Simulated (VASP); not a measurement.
Runs of VASP 6.6.1 on Lu. The structure is that of space group Fm-3m (No. 225), or close to it. The cells are those of the table. 

| task | cell | k mesh | cutoff (eV) | gap on the mesh (eV) | pressure (GPa) |
| --- | --- | --- | --- | --- | --- |
| single point | a = 3.436 Å, angles 60.0°, 1 atom | 13 × 13 × 13 | 520 | none | -4.7 |
| single point | a = 3.264 Å, angles 60.0°, 1 atom | 13 × 13 × 13 | 520 | none | (a) |
| single point | a = 3.395 Å, angles 60.0°, 1 atom | 13 × 13 × 13 | 520 | none | -3.3 |
| single point | a = 3.218 Å, angles 60.0°, 1 atom | 13 × 13 × 13 | 520 | none | 5.4 |
| single point | a = 3.309 Å, angles 60.0°, 1 atom | 11 × 11 × 11 | 520 | none | 0.2 |
| relaxation of cell and atoms | relaxed from a = 3.468 Å, angles 60.0°, 1 atom | 11 × 11 × 11 | 600 | none | -0.1 |
| single point | a = 3.309 Å, angles 60.0°, 1 atom | 19 × 19 × 19 | 520 | none | 0.2 |
| single point | a = 3.353 Å, angles 60.0°, 1 atom | 13 × 13 × 13 | 520 | none | (b) |

Alike in all rows: level LDA; potentials or basis VASP PAW PBE potentials, release 64 (Lu); no spin polarisation; smearing fermi-dirac 0.1 eV.

Fill in the values left out.

(a) 2.5; (b) -1.7.

Caveats: the PAW data sets were made with another functional, which shifts forces and pressure a little; spin-orbit coupling is left out, which moves the levels of the heavy elements.

A k mesh can miss the band edges, and the runs leave out spin-orbit coupling on Lu.

A gap of «none» marks levels without a gap at the run's occupations.
